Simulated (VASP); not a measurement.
Runs of VASP 6.6.1 on Rh. The structure is that of space group P6/mmm (No. 191), or close to it. The cells are those of the table. 

```tsv
cell	k mesh	gap on the mesh (eV)	pressure (GPa)
a = 4.532, b = 4.532, c = 2.784 Å, angles 90.0, 90.0, 120.0°, 3 atoms	9 × 9 × 13	none	-12.1
a = 4.475, b = 4.475, c = 2.749 Å, angles 90.0, 90.0, 120.0°, 3 atoms	9 × 9 × 13	none	-6.6
a = 4.417, b = 4.417, c = 2.713 Å, angles 90.0, 90.0, 120.0°, 3 atoms	9 × 9 × 12	none	0.5
a = 4.296, b = 4.296, c = 2.639 Å, angles 90.0, 90.0, 120.0°, 3 atoms	9 × 9 × 13	none	(a)
a = 4.357, b = 4.357, c = 2.676 Å, angles 90.0, 90.0, 120.0°, 3 atoms	9 × 9 × 13	none	(b)
```

Alike in all rows: task single point; level BLYP; potentials or basis VASP PAW PBE potentials, release 64 (Rh_pv); no spin polarisation; cutoff (eV) 520; smearing fermi-dirac 0.1 eV.

Fill in the values left out.

(a) 21.1; (b) 9.5.

Caveats: the PAW data sets were made with another functional, which shifts forces and pressure a little.

A k mesh can miss the band edges, and the runs leave out spin-orbit coupling on Rh.

A gap of «none» marks levels without a gap at the run's occupations.
